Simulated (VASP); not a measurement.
Tc, 1 atom in the cell. It takes space group Fm-3m (No. 225, cubic). Conventional cell: a = 3.871 Å, b = 3.871 Å, c = 3.871 Å, α = 90.00°, β = 90.00°, γ = 90.00°. Tc (site symmetry m-3m) has 12 Tc at 2.74 Å within 3.6 Å. 

* Program: VASP 6.6.1
* Task: single point
* Functional: PBE
* Potentials or basis: VASP PAW PBE potentials, release 64 (Tc_pv)
* Cutoff: 520 eV
* k mesh: 12 × 12 × 12
* Occupations: fermi-dirac, width 0.05 eV
* Spin: no spin polarisation
* Dipole correction: no
* Further INCAR settings: ALGO = Normal; EDIFF = 1e-06; NBANDS = 12

Potentials or basis: VASP PAW PBE potentials, release 64 (Tc_pv).

The run is started by

```bash
$ cat potpaw_PBE.64/Tc_pv/POTCAR > POTCAR
$ mpirun -np 1 vasp_std > vasp.out
```

Hardware: 1 thread of Intel(R) Xeon(R) Platinum 8375C CPU @ 2.90GHz (Ice Lake), on a shared host.

How long does it take, and how much memory?

Wall time 9 s on 1 thread of Intel(R) Xeon(R) Platinum 8375C CPU @ 2.90GHz (Ice Lake), with other jobs on the host, peak memory 0.13 GiB. Counts: scf iterations 11, k points 72.
